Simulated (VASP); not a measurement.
# MgS (Niningerite) (Fm-3m) in VASP: a series of runs, part 2 of 2

VASP 6.6.1. Earlier steps stand in the parts before.

### Step 3. Single point, PBE

This run uses another cell than the first one, of 18.31 Å³/atom, 1.030 times its volume.

Input file INCAR:

```
ALGO = Normal ; EDIFF = 1E-7
ENCUT = 520 ; GGA = PE
ISIF = 2 ; ISMEAR = 0
LASPH = True ; LCHARG = False
LREAL = False ; LWAVE = False
NBANDS = 11 ; NELM = 100
PREC = Accurate ; SIGMA = 0.01
```

Input file KPOINTS:

```
k-points
0
Gamma
  6 6 6
```

Input file POSCAR:

```
MgS
1.0
    0.0000000000      2.6358861629      2.6358861629
    2.6358861629      0.0000000000      2.6358861629
    2.6358861629      2.6358861629      0.0000000000
Mg S
1 1
Direct
    0.0000000000      0.0000000000      0.0000000000
    0.5000000000      0.5000000000      0.5000000000
```

Potentials or basis: VASP PAW PBE potentials, release 64 (Mg, S).

Launch:

```sh
> cat potpaw_PBE.64/Mg/POTCAR potpaw_PBE.64/S/POTCAR > POTCAR
> mpirun -np 1 vasp_std > vasp.out
```

OUTCAR:

```text
EDIFF = 1E-7
   ENCUT = 520
   GGA = PE
   ISIF = 2
   ISMEAR = 0
   LASPH = True
   LREAL = False
   NELM = 100
   PREC = Accurate

 ion  position               nearest neighbor table
   1  0.000  0.000  0.000-   2 2.64   2 2.64   2 2.64   2 2.64   2 2.64   2 2.64
   2  0.500  0.500  0.500-   1 2.64   1 2.64   1 2.64   1 2.64   1 2.64   1 2.64

  LATTYP: Found a face centered cubic cell.
 ALAT       =     5.2717723258

  Lattice vectors:

 A1 = (   0.0000000000,   2.6358861629,   2.6358861629)
 A2 = (   2.6358861629,   0.0000000000,   2.6358861629)
 A3 = (   2.6358861629,   2.6358861629,   0.0000000000)

Analysis of symmetry for initial positions (statically):
=====================================================================
 Subroutine PRICEL returns:
 Original cell was already a primitive cell.

 Routine SETGRP: Setting up the symmetry group for a
 face centered cubic supercell.

 Subroutine GETGRP returns: Found 48 space group operations
 (whereof 48 operations were pure point group operations)
 out of a pool of 48 trial point group operations.

The static configuration has the point symmetry O_h .

Analysis of symmetry for dynamics (positions and initial velocities):
=====================================================================
 Subroutine PRICEL returns:
 Original cell was already a primitive cell.

 Routine SETGRP: Setting up the symmetry group for a
 face centered cubic supercell.

 Subroutine GETGRP returns: Found 48 space group operations
 (whereof 48 operations were pure point group operations)
 out of a pool of 48 trial point group operations.

The dynamic configuration has the point symmetry O_h .

 Subroutine INISYM returns: Found 48 space group operations
 (whereof 48 operations are pure point group operations),
 and found     1 'primitive' translations

----------------------------------------------------------------------------------------

                                     Primitive cell

  volume of cell :      36.6277
[... 107 lines left out ...]
   AEXX    =    0.0000 exact exchange contribution
   IVDW    =     0    specifies the selected vdW correction
   LEPSILON=     F    determine dielectric tensor
   LRPA    =     F    only Hartree local field effects (RPA)
 non-spin polarized calculation
 Gauss-broadening in eV      SIGMA  =   0.01
  energy-cutoff  :      520.00
  volume of cell :       36.63
 maximum number of plane-waves:      1002
   NGX = 13   NGY = 13   NGZ = 13

 number of electron       8.0000001 magnetization

 Free energy of the ion-electron system (eV)
  ---------------------------------------------------
  ext. energy  EPLUGINS =         0.00000000
  ---------------------------------------------------
  free energy    TOTEN  =        -8.49440389 eV

  energy without entropy =       -8.49440389  energy(sigma->0) =       -8.49440389

 E-fermi :   3.4345     XC(G=0):  -9.5269

 val. band max:        3.3853099268   @ k =   0.0000   0.0000   0.0000
 cond. band min:       6.0723491960   @ k =   0.5000   0.5000   0.0000
 fundamental gap:      2.6870392691
 Fermi energy:         3.4344533745

 k-point     1 :       0.0000    0.0000    0.0000
  band No.  band energies     occupation
      1      -9.0648      2.00000
      2       3.3853      2.00000
      3       3.3853      2.00000
      4       3.3853      2.00000
      5       6.7924      0.00000
      6      11.3595      0.00000
      7      11.3595      0.00000
      8      11.3595      0.00000
      9      13.6874      0.00000
     10      13.6874      0.00000
     11      15.8272      0.00000
[... 197 lines left out ...]
 k-point    16 :      -0.3333    0.5000    0.1667
  band No.  band energies     occupation
      1      -7.4854      2.00000
      2      -0.1800      2.00000
      3       0.9422      2.00000
      4       1.2734      2.00000
      5       7.6634      0.00000
      6       9.6308      0.00000
      7      12.3572      0.00000
      8      13.0130      0.00000
      9      16.7914      0.00000
     10      18.0859      0.00000
     11      18.5322      0.00000

------------------------ aborting loop because EDIFF is reached ----------------------------------------

  FORCE on cell =-STRESS in cart. coord.  units (eV):
  Direction    XX          YY          ZZ          XY          YZ          ZX
  --------------------------------------------------------------------------------------
  -------------------------------------------------------------------------------------
  Total       -0.4464623     -0.4464623     -0.4464623     -0.0000000     -0.0000000      0.0000000
  in kB      -19.5292449    -19.5292449    -19.5292449     -0.0000000     -0.0000000      0.0000000
  external PRESSURE =     -19.5292449 kB  Pullay stress =       0.0000000 kB

 VOLUME and BASIS-vectors are now :
 -----------------------------------------------------------------------------
  energy-cutoff  :      520.00
  volume of cell :       36.63
      direct lattice vectors                 reciprocal lattice vectors
     0.000000000  2.635886163  2.635886163    -0.189689527  0.189689527  0.189689527
     2.635886163  0.000000000  2.635886163     0.189689527 -0.189689527  0.189689527
     2.635886163  2.635886163  0.000000000     0.189689527  0.189689527 -0.189689527

 POSITION                                       TOTAL-FORCE (eV/Angst)
 -----------------------------------------------------------------------------------
      0.00000      0.00000      0.00000         0.000000      0.000000      0.000000
      2.63589      2.63589      2.63589        -0.000000     -0.000000      0.000000
 -----------------------------------------------------------------------------------
    total drift:                                0.000000      0.000000      0.000000

  FREE ENERGIE OF THE ION-ELECTRON SYSTEM (eV)
  ---------------------------------------------------
  free  energy   TOTEN  =        -8.4944038912 eV

  energy  without entropy=       -8.4944038912  energy(sigma->0) =       -8.49440389
```

OSZICAR:

```text
N       E                     dE             d eps       ncg     rms          rms(c)
DAV:   1     0.240807595667E+02    0.24081E+02   -0.36062E+03   360   0.600E+02
DAV:   2    -0.752500663143E+01   -0.31606E+02   -0.29547E+02   446   0.972E+01
DAV:   3    -0.890916568990E+01   -0.13842E+01   -0.13824E+01   423   0.231E+01
DAV:   4    -0.891830974960E+01   -0.91441E-02   -0.91431E-02   444   0.220E+00
DAV:   5    -0.891837825456E+01   -0.68505E-04   -0.68505E-04   420   0.174E-01    0.425E+00
DAV:   6    -0.853592925888E+01    0.38245E+00   -0.84398E-01   400   0.357E+00    0.330E+00
DAV:   7    -0.849494129942E+01    0.40988E-01   -0.21828E-01   420   0.200E+00    0.222E+00
DAV:   8    -0.849474443902E+01    0.19686E-03   -0.16178E-02   382   0.773E-01    0.103E+00
DAV:   9    -0.849439147989E+01    0.35296E-03   -0.92191E-04   399   0.173E-01    0.369E-01
DAV:  10    -0.849440710376E+01   -0.15624E-04   -0.25933E-04   403   0.738E-02    0.417E-02
DAV:  11    -0.849440408553E+01    0.30182E-05   -0.20943E-05   406   0.202E-02    0.225E-02
DAV:  12    -0.849440396725E+01    0.11829E-06   -0.72970E-07   417   0.522E-03    0.446E-03
DAV:  13    -0.849440389124E+01    0.76006E-07   -0.30835E-08   227   0.842E-04
   1 F= -.84944039E+01 E0= -.84944039E+01  d E =-.254383E-14
```

stdout:

```text
POSCAR found type information on POSCAR MgS
 POSCAR found :  2 types and       2 ions
 scaLAPACK will be used
 LDA part: xc-table for (Slater+PW92), standard interpolation
 POSCAR, INCAR and KPOINTS ok, starting setup
 FFT: planning ... GRIDC
 FFT: planning ... GRID_SOFT
 FFT: planning ... GRID
 WAVECAR not read
 entering main loop
```

Wall time 4.7 s (1 thread of Intel Xeon 6975P-C, shared host); peak memory 0.15 GiB.

What came out:

| Property | Result |
| --- | --- |
| Free energy | -8.4944 eV |
| Pressure | -2.0 GPa |
| Band gap on the k mesh | 2.69 eV, indirect (least direct gap 3.41 eV) |

### Step 4. Single point, PBE

This run uses another cell than the first one, of 18.84 Å³/atom, 1.059 times its volume.

Input file INCAR:

```
PREC     = Accurate       # precision mode
ENCUT    = 520            # plane-wave cutoff, eV
EDIFF    = 1E-7           # SCF threshold, eV
ISMEAR   = 0              # smearing method
SIGMA    = 0.01           # smearing width, eV
LREAL    = F              # projectors in reciprocal space
LASPH    = T              # aspherical terms in the spheres
NELM     = 60             # most SCF steps
ALGO     = Normal         # electronic algorithm
ISIF     = 2              # what is computed and relaxed
LWAVE    = F              # write WAVECAR
LCHARG   = F              # write CHGCAR
GGA      = PE             # functional
NBANDS   = 11             # bands
```

Input file KPOINTS:

```
regular mesh
0
Gamma
  6 6 6
```

Input file POSCAR:

```
MgS
1.0
    0.0000000000      2.6609913517      2.6609913517
    2.6609913517      0.0000000000      2.6609913517
    2.6609913517      2.6609913517      0.0000000000
Mg S
1 1
Direct
    0.0000000000      0.0000000000      0.0000000000
    0.5000000000      0.5000000000      0.5000000000
```

Launch:

```sh
> cat potpaw_PBE.64/Mg/POTCAR potpaw_PBE.64/S/POTCAR > POTCAR
> mpirun -np 1 vasp_std > vasp.out
```

Wall time 5.4 s (1 thread of Intel Xeon 6975P-C, shared host); peak memory 0.15 GiB.

It converged, with:

* Free energy: -8.4757 eV
* Pressure: -3.7 GPa
* Band gap on the k mesh: 2.62 eV, indirect (least direct gap 3.20 eV)

Levels at points of the mesh, in eV from the valence-band top:
```
           k point  band 1  band 2  band 3  band 4  band 5  band 6  band 7  band 8
(0.00, 0.00, 0.00)  -12.30    0.00    0.00    0.00    3.20    7.99    7.99    7.99
(0.50, 0.00, 0.00)  -11.16   -4.49   -0.52   -0.52    4.45    6.82    6.82    9.37
(0.50, 0.50, 0.00)  -10.84   -3.85   -1.54   -1.54    2.62    4.58   11.35   12.62
```

A k mesh can miss the band edges.

### Step 5. The runs side by side

```csv
cell,gap on the mesh (eV),pressure (GPa)
"a = 3.692 Å, angles 60.0°, 2 atoms",2.75,0.1
"a = 3.728 Å, angles 60.0°, 2 atoms",2.69,-2.0
"a = 3.763 Å, angles 60.0°, 2 atoms",2.62,-3.7
```

Alike in all rows: task single point; level PBE; potentials or basis VASP PAW PBE potentials, release 64 (Mg, S); no spin polarisation; k mesh 6 × 6 × 6; cutoff (eV) 520; smearing gaussian 0.01 eV.

Total energies depend on the potentials used, so only differences within one code and one set of settings carry meaning.
